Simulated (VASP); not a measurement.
Here is a VASP 6.6.1 calculation.

File INCAR:

```
SYSTEM = Ca
ALGO     = Normal         ! electronic algorithm
EDIFF    = 1E-7           ! SCF threshold, eV
ENCUT    = 520            ! plane-wave cutoff, eV
GGA      = PS             ! functional
ISIF     = 2              ! what is computed and relaxed
ISMEAR   = -1             ! smearing method
LASPH    = .True.         ! aspherical terms in the spheres
LCHARG   = .False.        ! write CHGCAR
LREAL    = .False.        ! projectors in reciprocal space
LWAVE    = .False.        ! write WAVECAR
NBANDS   = 17             ! bands
NELM     = 80             ! most SCF steps
PREC     = Accurate       ! precision mode
SIGMA    = 0.1            ! smearing width, eV
```

KPOINTS

```
k-points
0
Gamma
  11 11 6
  0 0 0
```

File POSCAR:

```
Ca
1.0
    3.6933577028      0.0000000000      0.0000000000
   -1.8466788514      3.1985415959      0.0000000000
    0.0000000000      0.0000000000      6.0824960006
Ca
2
Direct
    0.3333333333      0.6666666667      0.2500000000
    0.6666666667      0.3333333333      0.7500000000
```

Potentials or basis: VASP PAW PBE potentials, release 64 (Ca_sv).

The run is started by

```bash
$ cat potpaw_PBE.64/Ca_sv/POTCAR > POTCAR
$ mpirun -np 1 vasp_std > vasp.out
```

Task: What does it give for the band gap on the k mesh?

Result: Zero (bands 10 and 11 overlap by 0.24 eV).

Task: Estimate the pressure.

Result: 2.8 GPa.

Stress tensor (GPa, compression positive):
```
2.78 0.00 0.00
0.00 2.78 0.00
0.00 0.00 2.90
```

Caveat: the PAW data sets were made with another functional, which shifts forces and pressure a little.
